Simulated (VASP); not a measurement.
# Si (P6_3/mmc) in VASP: notebook

The runs below take Si through single point, with PBE.

Everything below comes from runs of VASP 6.6.1. Logs are shortened: lines on timing, memory, paths and dates and some standing lists are left out, and cuts for length are marked.

### 1 The cell of the first run

Symmetry: P6_3/mmc, No. 194, hexagonal system. The conventional cell has a = 3.818 Å, b = 3.818 Å, c = 6.475 Å, α = 90.00°, β = 90.00°, γ = 120.00°. Si (site symmetry 3m) has 4 Si at 2.18 to 2.45 Å within 2.9 Å.

This isn't the form of Si at room conditions, which is diamond.

### 2 Single point, PBE

File INCAR:

```
PREC = Accurate
ENCUT = 520
EDIFF = 1E-6
ISMEAR = 0
SIGMA = 0.05
LREAL = F
LASPH = T
NELM = 100
ALGO = Normal
ISIF = 2
LWAVE = F
LCHARG = T
GGA = PE
LELF = T
LVHAR = T
NBANDS = 16
```

File KPOINTS:

```
regular mesh
0
Gamma
  12 12 6
```

File POSCAR:

```
Si
1.0
    3.8182503661      0.0000000000      0.0000000000
   -1.9091251831      3.3067018151      0.0000000000
    0.0000000000      0.0000000000      6.4746071459
Si
4
Direct
    0.3333333333      0.6666666667      0.0817861204
    0.6666666667      0.3333333333      0.5817861204
    0.3333333333      0.6666666667      0.4182138796
    0.6666666667      0.3333333333      0.9182138796
```

Potentials or basis: VASP PAW PBE potentials, release 64 (Si).

Command:

```console
cat potpaw_PBE.64/Si/POTCAR > POTCAR
mpirun -np 1 vasp_std > vasp.out
```

OUTCAR:

```text
PREC = Accurate
   ENCUT = 520
   EDIFF = 1E-6
   ISMEAR = 0
   LREAL = F
   LASPH = T
   NELM = 100
   ISIF = 2
   GGA = PE

 ion  position               nearest neighbor table
   1  0.333  0.667  0.082-   3 2.18   4 2.45   4 2.45   4 2.45
   2  0.667  0.333  0.582-   4 2.18   3 2.45   3 2.45   3 2.45
   3  0.333  0.667  0.418-   1 2.18   2 2.45   2 2.45   2 2.45
   4  0.667  0.333  0.918-   2 2.18   1 2.45   1 2.45   1 2.45

  LATTYP: Found a hexagonal cell.
 ALAT       =     3.8182503661
 C/A-ratio  =     1.6957000000

  Lattice vectors:

 A1 = (   3.8182503661,   0.0000000000,   0.0000000000)
 A2 = (  -1.9091251831,   3.3067018151,   0.0000000000)
 A3 = (   0.0000000000,   0.0000000000,   6.4746071459)

Analysis of symmetry for initial positions (statically):
=====================================================================
 Subroutine PRICEL returns:
 Original cell was already a primitive cell.

 Routine SETGRP: Setting up the symmetry group for a
 hexagonal supercell.

 Subroutine GETGRP returns: Found 24 space group operations
 (whereof 12 operations were pure point group operations)
 out of a pool of 24 trial point group operations.

The static configuration has the point symmetry D_3d.
 The point group associated with its full space group is D_6h.

Analysis of symmetry for dynamics (positions and initial velocities):
=====================================================================
 Subroutine PRICEL returns:
 Original cell was already a primitive cell.

 Routine SETGRP: Setting up the symmetry group for a
 hexagonal supercell.

 Subroutine GETGRP returns: Found 24 space group operations
 (whereof 12 operations were pure point group operations)
 out of a pool of 24 trial point group operations.

The dynamic configuration has the point symmetry D_3d.
 The point group associated with its full space group is D_6h.

 Subroutine INISYM returns: Found 24 space group operations
 (whereof 12 operations are pure point group operations),
 and found     1 'primitive' translations

----------------------------------------------------------------------------------------

                                     Primitive cell

  volume of cell :      81.7472

  direct lattice vectors                    reciprocal lattice vectors
[... 84 lines left out ...]
   ICHARG =      2    charge: 1-file 2-atom 10-const
   ISPIN  =      1    spin polarized calculation?
   LNONCOLLINEAR =      F non collinear calculations
   LSORBIT =      F    spin-orbit coupling
   LASPH  =      T    aspherical Exc in radial PAW
   ENCUT  =  520.0 eV  38.22 Ry    6.18 a.u.   7.10  7.10 12.04*2*pi/ulx,y,z
   NELM   =    100;   NELMIN=  2; NELMDL= -5     # of ELM steps
   EDIFF  = 0.1E-05   stopping-criterion for ELM
   LREAL  =      F    real-space projection
   EDIFFG = 0.1E-04   stopping-criterion for IOM
   NSW    =      0    number of steps for IOM
   IBRION =     -1    ionic relax: 0-MD 1-quasi-New 2-CG
   NFREE  =      0    steps in history (QN), initial steepest desc. (CG)
   ISIF   =      2    stress and relaxation
   ISYM   =      2    0-nonsym 1-usesym 2-fastsym
   POTIM  = 0.5000    time-step for ionic-motion
   TEBEG  =    0.0;   TEEND  =   0.0 temperature during run
   PSTRESS=    0.0 pullay stress
   NELECT =      16.0000    total number of electrons
   NUPDOWN=      -1.0000    fix difference up-down
   EMIN   =  10.00;   EMAX   =-10.00  energy-range for DOS
   EFERMI =   0.00;   METHOD = LEGACY
   ISMEAR =     0;   SIGMA  =   0.05  broadening in eV -4-tet -1-fermi 0-gaus
   EFERMI_NEDOS =   21; number of points for ismear=-14 and -15
   IALGO  =     38    algorithm
   IMIX   =      4    mixing-type and parameters
     AMIX     =   0.40;   BMIX     =  1.00
     AMIX_MAG =   1.60;   BMIX_MAG =  1.00
  volume/ion in A,a.u.               =      20.44       137.91
  Fermi-wavevector in a.u.,A,eV,Ry     =   0.950511  1.796206 12.292475  0.903471
  Thomas-Fermi vector in A             =   2.078895
   LORBIT       =      0    0 simple, 1 ext, 2 COOP (PROOUT), +10 PAW based schemes
   GGA     = PE    functional components
   LHFCALC =     F    Hartree Fock is set to
   AEXX    =    0.0000 exact exchange contribution
   IVDW    =     0    specifies the selected vdW correction
   LEPSILON=     F    determine dielectric tensor
   LRPA    =     F    only Hartree local field effects (RPA)
 non-spin polarized calculation
 Gauss-broadening in eV      SIGMA  =   0.05
  energy-cutoff  :      520.00
  volume of cell :       81.75
 maximum number of plane-waves:      2226
   NGX = 15   NGY = 15   NGZ = 25

 number of electron      16.0000000 magnetization

 Free energy of the ion-electron system (eV)
  ---------------------------------------------------
  ext. energy  EPLUGINS =         0.00000000
  ---------------------------------------------------
  free energy    TOTEN  =       -20.88588403 eV

  energy without entropy =      -20.88474204  energy(sigma->0) =      -20.88531304

 E-fermi :   6.1600     XC(G=0):  -9.3547

 val. band max:        6.1594972967   @ k =   0.0833   0.0000   0.1667
 cond. band min:       6.1736571963   @ k =   0.5000   0.0000   0.3333
 fundamental gap:      0.0141598996
 Fermi energy:         6.1599556123

 k-point     1 :       0.0000    0.0000    0.0000
  band No.  band energies     occupation
      1      -6.2474      2.00000
      2      -3.6263      2.00000
      3      -2.3081      2.00000
      4       4.2600      2.00000
      5       4.7329      2.00000
      6       4.7329      2.00000
[... 433 lines left out ...]
      3      -1.4527      2.00000
      4       1.2463      2.00000
      5       1.5078      2.00000
      6       3.4026      2.00000
[... 8 lines left out ...]
     15      13.2201      0.00000
     16      13.3772      0.00000

 [... further k-points ...]
[... 5 lines left out ...]
  --------------------------------------------------------------------------------------
  -------------------------------------------------------------------------------------
  Total       -1.6002315     -1.6002315      4.4681781      0.0000000     -0.0000000      0.0000000
  in kB      -31.3632124    -31.3632124     87.5725909      0.0000000     -0.0000000      0.0000000
  external PRESSURE =       8.2820554 kB  Pullay stress =       0.0000000 kB

 VOLUME and BASIS-vectors are now :
 -----------------------------------------------------------------------------
  energy-cutoff  :      520.00
  volume of cell :       81.75
      direct lattice vectors                 reciprocal lattice vectors
     3.818250366  0.000000000  0.000000000     0.261900060  0.151208070  0.000000000
    -1.909125183  3.306701815  0.000000000     0.000000000  0.302416140  0.000000000
     0.000000000  0.000000000  6.474607146     0.000000000  0.000000000  0.154449525

 POSITION                                       TOTAL-FORCE (eV/Angst)
 -----------------------------------------------------------------------------------
     -0.00000      2.20447      0.52953         0.000000     -0.000000     -3.577694
      1.90913      1.10223      3.76684        -0.000000      0.000000     -3.577694
     -0.00000      2.20447      2.70777         0.000000     -0.000000      3.577694
      1.90913      1.10223      5.94507        -0.000000      0.000000      3.577694
 -----------------------------------------------------------------------------------
    total drift:                               -0.000000      0.000000      0.000000

  FREE ENERGIE OF THE ION-ELECTRON SYSTEM (eV)
  ---------------------------------------------------
  free  energy   TOTEN  =       -20.8858840328 eV

  energy  without entropy=      -20.8847420382  energy(sigma->0) =      -20.88531304
```

OSZICAR:

```text
N       E                     dE             d eps       ncg     rms          rms(c)
DAV:   1     0.261184695864E+02    0.26118E+02   -0.60076E+03  2432   0.822E+02
DAV:   2    -0.193357092785E+02   -0.45454E+02   -0.41633E+02  3280   0.119E+02
DAV:   3    -0.212136231006E+02   -0.18779E+01   -0.18614E+01  3336   0.228E+01
DAV:   4    -0.212357756933E+02   -0.22153E-01   -0.22148E-01  3032   0.316E+00
DAV:   5    -0.212361683392E+02   -0.39265E-03   -0.39259E-03  3376   0.398E-01    0.676E+00
DAV:   6    -0.209927112005E+02    0.24346E+00   -0.97643E-02  2904   0.149E+00    0.409E+00
DAV:   7    -0.208839530934E+02    0.10876E+00   -0.20099E-01  2944   0.222E+00    0.253E-01
DAV:   8    -0.208854541128E+02   -0.15010E-02   -0.15441E-02  2912   0.638E-01    0.121E-01
DAV:   9    -0.208857861143E+02   -0.33200E-03   -0.60636E-04  3320   0.146E-01    0.935E-02
DAV:  10    -0.208858815308E+02   -0.95417E-04   -0.16818E-04  2880   0.642E-02    0.192E-02
DAV:  11    -0.208858825412E+02   -0.10103E-05   -0.46952E-06  3312   0.140E-02    0.697E-03
DAV:  12    -0.208858837052E+02   -0.11640E-05   -0.86663E-07  2032   0.520E-03    0.405E-03
DAV:  13    -0.208858840328E+02   -0.32765E-06   -0.87645E-07  2272   0.528E-03
   1 F= -.20885884E+02 E0= -.20885313E+02  d E =-.114199E-02
```

stdout:

```text
POSCAR found type information on POSCAR Si
 POSCAR found :  1 types and       4 ions
 scaLAPACK will be used
 LDA part: xc-table for (Slater+PW92), standard interpolation
 POSCAR, INCAR and KPOINTS ok, starting setup
 FFT: planning ... GRIDC
 FFT: planning ... GRID_SOFT
 FFT: planning ... GRID
 WAVECAR not read
 entering main loop
```

Wall time 1.8 min (1 thread of Intel Xeon 8259CL, shared host); peak memory 0.22 GiB.

Results:

```
Free energy            : -20.8859 eV
Pressure               : 0.8 GPa
Largest force          : 3.578 eV/Å
Band gap on the k mesh : zero (bands 8 and 9 overlap by 0.68 eV)
```

Forces on the atoms (eV/Å):
```
Si   0.000  0.000 -3.578
Si   0.000  0.000 -3.578
Si   0.000  0.000  3.578
Si   0.000  0.000  3.578
```

Stress tensor (GPa, compression positive):
```
-3.14  0.00  0.00
 0.00 -3.14  0.00
 0.00  0.00  8.76
```

Caveat: semilocal functionals underestimate gaps, so a narrow gap can read as zero; forces of over 1 eV/Å act on the atoms, so gaps and moduli don't describe the material at rest.

### 3 Single point, PBE

This run uses another cell than the first one, of the same volume but with other edges.

File INCAR:

```
SYSTEM = Si
  PREC = Accurate
  ENCUT = 520
  EDIFF = 1E-6
  ISMEAR = 0
  SIGMA = 0.05
  LREAL = .False.
  LASPH = .True.
  NELM = 100
  ALGO = Normal
  ISIF = 2
  LWAVE = .False.
  LCHARG = .False.
  GGA = PE
  NBANDS = 16
```

File KPOINTS:

```
regular mesh
0
Gamma
  12 12 6
  0 0 0
```

File POSCAR:

```
Si
1.0
    3.9202120069      0.0000000000      0.0000000000
   -1.9601060035      3.3950031862      0.0000000000
    0.0000000000      0.0000000000      6.1421881724
Si
4
Direct
    0.3333333333      0.6666666667      0.0864996323
    0.6666666667      0.3333333333      0.5864996323
    0.3333333333      0.6666666667      0.4135003677
    0.6666666667      0.3333333333      0.9135003677
```

Potentials or basis: VASP PAW PBE potentials, release 64 (Si).

Command:

```console
cat potpaw_PBE.64/Si/POTCAR > POTCAR
mpirun -np 1 vasp_std > vasp.out
```

OUTCAR:

```text
SYSTEM = Si
   PREC = Accurate
   ENCUT = 520
   EDIFF = 1E-6
   ISMEAR = 0
   LREAL = .False.
   LASPH = .True.
   NELM = 100
   ISIF = 2
   GGA = PE

 ion  position               nearest neighbor table
   1  0.333  0.667  0.086-   3 2.01   4 2.50   4 2.50   4 2.50
   2  0.667  0.333  0.586-   4 2.01   3 2.50   3 2.50   3 2.50
   3  0.333  0.667  0.414-   1 2.01   2 2.50   2 2.50   2 2.50
   4  0.667  0.333  0.914-   2 2.01   1 2.50   1 2.50   1 2.50

  LATTYP: Found a hexagonal cell.
 ALAT       =     3.9202120069
 C/A-ratio  =     1.5668000000

[... 649 lines left out ...]

 [... further k-points ...]
[... 5 lines left out ...]
  --------------------------------------------------------------------------------------
  -------------------------------------------------------------------------------------
  Total       -4.1249703     -4.1249703     19.6462607      0.0000000      0.0000000     -0.0000000
  in kB      -80.8460017    -80.8460017    385.0504425      0.0000000      0.0000000     -0.0000000
  external PRESSURE =      74.4528130 kB  Pullay stress =       0.0000000 kB

 VOLUME and BASIS-vectors are now :
 -----------------------------------------------------------------------------
  energy-cutoff  :      520.00
  volume of cell :       81.75
      direct lattice vectors                 reciprocal lattice vectors
     3.920212007  0.000000000  0.000000000     0.255088245  0.147275267  0.000000000
    -1.960106003  3.395003186  0.000000000     0.000000000  0.294550534  0.000000000
     0.000000000  0.000000000  6.142188172     0.000000000  0.000000000  0.162808428

 POSITION                                       TOTAL-FORCE (eV/Angst)
 -----------------------------------------------------------------------------------
     -0.00000      2.26334      0.53130        -0.000000      0.000000     -7.119210
      1.96011      1.13167      3.60239         0.000000     -0.000000     -7.119210
     -0.00000      2.26334      2.53980         0.000000      0.000000      7.119210
      1.96011      1.13167      5.61089         0.000000     -0.000000      7.119210
 -----------------------------------------------------------------------------------
    total drift:                               -0.000000      0.000000      0.000000

  FREE ENERGIE OF THE ION-ELECTRON SYSTEM (eV)
  ---------------------------------------------------
  free  energy   TOTEN  =       -19.5082199126 eV

  energy  without entropy=      -19.5076955173  energy(sigma->0) =      -19.50795771
```

OSZICAR:

```text
N       E                     dE             d eps       ncg     rms          rms(c)
DAV:   1     0.291126245651E+02    0.29113E+02   -0.59401E+03  2432   0.818E+02
DAV:   2    -0.181079381721E+02   -0.47221E+02   -0.42957E+02  3320   0.121E+02
DAV:   3    -0.199714323914E+02   -0.18635E+01   -0.18433E+01  3368   0.229E+01
DAV:   4    -0.199952585866E+02   -0.23826E-01   -0.23812E-01  3032   0.329E+00
DAV:   5    -0.199957248608E+02   -0.46627E-03   -0.46607E-03  3416   0.429E-01    0.735E+00
DAV:   6    -0.196404171278E+02    0.35531E+00   -0.20312E-01  2960   0.238E+00    0.437E+00
DAV:   7    -0.195077280980E+02    0.13269E+00   -0.39556E-01  3048   0.317E+00    0.500E-01
DAV:   8    -0.195073855334E+02    0.34256E-03   -0.39505E-02  2768   0.123E+00    0.339E-01
DAV:   9    -0.195082622633E+02   -0.87673E-03   -0.16812E-03  3128   0.258E-01    0.137E-01
DAV:  10    -0.195081748503E+02    0.87413E-04   -0.10428E-03  3040   0.184E-01    0.350E-02
DAV:  11    -0.195082102465E+02   -0.35396E-04   -0.13331E-04  3152   0.673E-02    0.415E-02
DAV:  12    -0.195082206379E+02   -0.10391E-04   -0.21358E-05  3032   0.260E-02    0.359E-02
DAV:  13    -0.195082199126E+02    0.72534E-06   -0.27996E-06  3128   0.969E-03
   1 F= -.19508220E+02 E0= -.19507958E+02  d E =-.524395E-03
```

stdout:

```text
POSCAR found type information on POSCAR Si
 POSCAR found :  1 types and       4 ions
 scaLAPACK will be used
 LDA part: xc-table for (Slater+PW92), standard interpolation
 POSCAR, INCAR and KPOINTS ok, starting setup
 FFT: planning ... GRIDC
 FFT: planning ... GRID_SOFT
 FFT: planning ... GRID
 WAVECAR not read
 entering main loop
```

Run time: 2.1 min. Hardware: 1 thread of Intel Xeon 8259CL, shared host; peak memory 0.23 GiB.

What came out:

* Free energy: -19.5082 eV
* Pressure: 7.4 GPa
* Largest force: 7.119 eV/Å
* Band gap on the k mesh: zero (bands 8 and 9 overlap by 0.99 eV)

Forces on the atoms (eV/Å):
```
Si   0.000  0.000 -7.119
Si   0.000  0.000 -7.119
Si   0.000  0.000  7.119
Si   0.000  0.000  7.119
```

Caveat: the cell stands under pressure; forces of over 1 eV/Å act on the atoms, so gaps and moduli don't describe the material at rest.

(Continued in part 2 of 2.)
